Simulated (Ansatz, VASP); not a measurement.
## One calculation of TaN, two programs

```
CELL_PARAMETERS angstrom
0.00000 2.17900 2.17900
2.17900 0.00000 2.17900
2.17900 2.17900 0.00000
ATOMIC_POSITIONS crystal
Ta 0.50000 0.50000 0.50000
N 0.00000 0.00000 0.00000
```

Alike in both runs: task single point; functional PBEsol; k mesh 12 × 12 × 12; occupations fermi-dirac, width 0.1 eV; no spin polarisation.

|  | VASP | Ansatz |
| --- | --- | --- |
| version | VASP 6.6.1 | Ansatz 0.2.0 |
| potentials or method | VASP PAW PBE potentials, release 64 (Ta_pv, N), cutoff 520 eV | plane waves, PAW |
| valence electrons in the cell | 16 | 18 |

```tsv
	VASP	Ansatz	Ansatz less VASP
pressure (GPa)	5.7	4.6	-1.08
```

VASP's potentials were made for PBE, not for PBEsol. The functional is the same, so the differences come from potentials, cutoffs and numerics. VASP's potentials hold 16 valence electrons a cell and Ansatz's 18, so a difference there can come from the potentials and not from the codes.

Spin-orbit coupling is off throughout.
